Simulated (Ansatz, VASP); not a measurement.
# HfO2 in VASP and in Ansatz

```
CELL_PARAMETERS angstrom
3.60452 0.00000 0.00000
0.00000 3.60452 0.00000
0.00000 0.00000 5.26483
ATOMIC_POSITIONS crystal
O 0.00000 0.50000 0.19320
O 0.00000 0.50000 0.69320
O 0.50000 0.00000 0.30680
O 0.50000 0.00000 0.80680
Hf 0.00000 0.00000 0.00000
Hf 0.50000 0.50000 0.50000
```

Alike in both runs: functional PBE; k mesh 5 × 5 × 4; no spin polarisation.

Ansatz relaxed the structure, and its values are those at the end. VASP's run is a single point on that final structure, the one shown.

```csv
,VASP,Ansatz
version,VASP 6.6.1,Ansatz 0.2.0
potentials or method,"VASP PAW PBE potentials, release 64 (O, Hf_pv), cutoff 520 eV",PAW plane waves
occupations,tetrahedron,tetrahedron-uncorrected
valence electrons in the cell,44,76
```

```tsv
	VASP	Ansatz	Ansatz less VASP
gap on the k mesh at the Fermi level (eV)	4.65	4.67	+0.022
pressure (GPa)	-3.2	0.0	+3.14
rms of the force components (eV/Å)	0.023	0.000	-0.0233
```

VASP's potentials hold 44 valence electrons a cell and Ansatz's 76, so a difference there can come from the potentials and not from the codes. Ansatz's warnings: band table not solved further, forces under tetrahedra.

Neither program's run includes spin-orbit coupling.
